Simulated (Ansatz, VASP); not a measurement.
## Two plane-wave programs on Sn4As

```xyz
5
Lattice="-3.3772 3.3772 3.3772 3.3772 -3.3772 3.3772 3.3772 3.3772 -3.3772" Properties=species:S:1:pos:R:3 pbc="T T T"
Sn    1.6886    1.6886   -1.6886
Sn   -1.6886    1.6886    1.6886
Sn    1.6886    1.6886    1.6886
Sn    1.6886   -1.6886    1.6886
As    0.0000    0.0000    0.0000
```

Change from the starting cell: species swapped into the NiHg4 type (Im-3m, No. 229).

Alike in both runs: functional PBE; k mesh 8 × 8 × 8; occupations gaussian, width 0.1 eV; no spin polarisation.

Ansatz relaxed the structure, and its values are those at the end. VASP's run is a single point on that final structure, the one shown.

|  | VASP | Ansatz |
| --- | --- | --- |
| version | VASP 6.6.1 | Ansatz 0.2.0 |
| potentials or method | VASP PAW PBE potentials, release 64 (Sn_d, As), cutoff 520 eV | scalar-relativistic, plane waves, PAW |
| valence electrons in the cell | 61 | 71 |

```tsv
	VASP	Ansatz	Ansatz less VASP
gap on the k mesh at the Fermi level (eV)	none	none	-
pressure (GPa)	0.0	0.0	+0.02
```

A gap of «none» marks a metal or a gap that the smearing closes. VASP's potentials hold 61 valence electrons a cell and Ansatz's 71, so a difference there can come from the potentials and not from the codes.
